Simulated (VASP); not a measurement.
Input of a VASP 6.6.1 run:

The input POSCAR:

```
Al
1.0
    2.8230581638      0.0000000000      0.0000000000
   -1.4115290819      2.4448400862      0.0000000000
    0.0000000000      0.0000000000      9.2545807009
Al
4
Direct
    1.0000000000      0.0000000000      0.0000000000
    1.0000000000      0.0000000000      0.5000000000
    0.3333333333      0.6666666667      0.2500000000
    0.6666666667      0.3333333333      0.7500000000
```

The input INCAR.step1:

```
SYSTEM = Al
PREC     = Accurate       ! precision mode
ENCUT    = 520            ! plane-wave cutoff, eV
ISMEAR   = -1             ! smearing method
SIGMA    = 0.1            ! smearing width, eV
LREAL    = .FALSE.        ! projectors in reciprocal space
LASPH    = .TRUE.         ! aspherical terms in the spheres
NELM     = 80             ! most SCF steps
NBANDS   = 14             ! bands
GGA      = PE             ! functional
ALGO     = Normal         ! electronic algorithm
EDIFF    = 1E-4           ! SCF threshold, eV
LWAVE    = .TRUE.         ! write WAVECAR
LCHARG   = .FALSE.        ! write CHGCAR
```

The input INCAR.step2:

```
SYSTEM = Al
PREC     = Accurate       ! precision mode
ENCUT    = 520            ! plane-wave cutoff, eV
EDIFF    = 1E-6           ! SCF threshold, eV
ISMEAR   = -1             ! smearing method
SIGMA    = 0.1            ! smearing width, eV
LREAL    = .FALSE.        ! projectors in reciprocal space
LASPH    = .TRUE.         ! aspherical terms in the spheres
NELM     = 80             ! most SCF steps
ALGO     = Normal         ! electronic algorithm
ISIF     = 2              ! what is computed and relaxed
LWAVE    = .FALSE.        ! write WAVECAR
LCHARG   = .FALSE.        ! write CHGCAR
METAGGA  = R2SCAN         ! meta-GGA
LMIXTAU  = .TRUE.       
NBANDS   = 14             ! bands
ISTART   = 1
```

KPOINTS

```
Automatic mesh
0
G
  17 17 5
  0 0 0
```

Potentials or basis: VASP PAW PBE potentials, release 64 (Al).

Launch:

```sh
$ cat potpaw_PBE.64/Al/POTCAR > POTCAR
$ cp INCAR.step1 INCAR
$ mpirun -np 1 vasp_std > vasp.out
$ cp INCAR.step2 INCAR
$ mpirun -np 1 vasp_std > vasp.out
```

Question: What does it give for the pressure?

Answer: -0.2 GPa.

Question: Estimate the band gap on the k mesh.

Answer: Zero (bands 6 and 7 overlap by 5.95 eV).

Stress tensor (GPa, compression positive):
```
-0.11  0.00  0.00
 0.00 -0.11  0.00
 0.00  0.00 -0.53
```

Caveat: the PAW data sets were made with another functional, which shifts forces and pressure a little.
